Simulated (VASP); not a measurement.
Al16N16F (a cell with a defect): single point with PBE

System: Al16N16F (a cell with a defect).

```
Al N F
1.0
     6.25951    0.00000    0.00000
    -3.12976    5.42090    0.00000
     0.00000    0.00000   10.03481
Al N F
16 16 1
Direct
  0.32497 0.16400 0.25210
  0.16543 0.33244 0.50117
  0.33286 0.16707 0.75141
  0.16718 0.33820 0.99819
  0.33236 0.66747 0.24669
  0.16537 0.83438 0.50149
  0.33281 0.66704 0.74811
  0.16701 0.83302 0.99851
  0.83660 0.16321 0.25151
  0.66608 0.33367 0.50895
  0.83272 0.16698 0.75145
  0.66545 0.33445 0.00358
  0.83569 0.67481 0.25210
  0.66729 0.83430 0.50112
  0.83280 0.66692 0.75139
  0.66188 0.83276 0.99819
  0.34446 0.17491 0.45007
  0.17491 0.34817 0.18197
  0.33107 0.16914 0.93986
  0.16690 0.33210 0.69136
  0.33132 0.66832 0.44054
  0.17302 0.82633 0.18303
  0.33085 0.66921 0.93372
  0.16720 0.83268 0.69164
  0.82598 0.17391 0.44871
  0.66717 0.33259 0.19264
  0.83077 0.16903 0.93953
  0.66728 0.33243 0.69739
  0.82469 0.65525 0.45002
  0.65161 0.82508 0.18198
  0.83089 0.66878 0.93981
  0.66771 0.83270 0.69129
  0.99906 0.00075 0.31595
```

| Item | Value |
| --- | --- |
| Program | VASP 6.6.1 |
| Task | single point |
| Functional | PBE |
| Potentials or basis | VASP PAW PBE potentials, release 64 (Al, N, F) |
| Cutoff | 520 eV |
| k mesh | 1 × 1 × 1, shifted |
| Occupations | fermi-dirac, width 0.01 eV |
| Spin | no spin polarisation |
| Dipole correction | no |
| Charge | -1 |
| Further INCAR settings | LREAL = Auto; ALGO = Normal; EDIFF = 1e-07; NBANDS = 90; NELECT = 136.0 |

```
Largest force : 0.231 eV/Å
```

Forces in eV/Å, atoms in the order of the input:
```
Al   0.099 -0.051  0.011
Al  -0.129  0.073  0.005
Al   0.107 -0.063  0.014
Al  -0.101  0.062 -0.016
Al   0.074 -0.051 -0.002
Al  -0.136  0.073 -0.019
Al   0.126 -0.074  0.004
Al  -0.112  0.060  0.060
Al   0.069 -0.033  0.015
Al  -0.077  0.043  0.003
Al   0.128 -0.077 -0.012
Al  -0.114  0.066  0.007
Al   0.091 -0.065  0.012
Al  -0.133  0.081  0.006
Al   0.109 -0.065  0.013
Al  -0.108  0.050 -0.015
N    0.134 -0.132 -0.068
N   -0.135  0.032  0.062
N    0.182 -0.106 -0.034
N   -0.169  0.109  0.014
N    0.180 -0.098 -0.002
N   -0.066  0.057 -0.132
N    0.170 -0.100  0.001
N   -0.198  0.111 -0.039
N    0.074 -0.052  0.091
N   -0.176  0.100 -0.016
N    0.184 -0.099  0.049
N   -0.182  0.109 -0.014
N    0.194 -0.047 -0.064
N   -0.087  0.092  0.060
N    0.173 -0.100 -0.025
N   -0.187  0.106  0.020
F    0.016 -0.011  0.011
```

Levels at points of the mesh, in eV from the Fermi level:
```tsv
k point	band 66	band 67	band 68	band 69	band 70	band 71
(0.25, 0.25, 0.25)	-0.60	-0.50	-0.31	5.23	5.70	5.88
```

Run time: 11 min on 1 thread of Intel(R) Xeon(R) Platinum 8375C CPU @ 2.90GHz (Ice Lake), with other jobs on the host, peak memory 0.48 GiB.

Caveat: the k points lie up to 0.58 Å⁻¹ apart; the cell carries a net charge on a neutralising background, which shifts energy and pressure; the cell is charged against a uniform background, so pressure and absolute levels hang on convention.
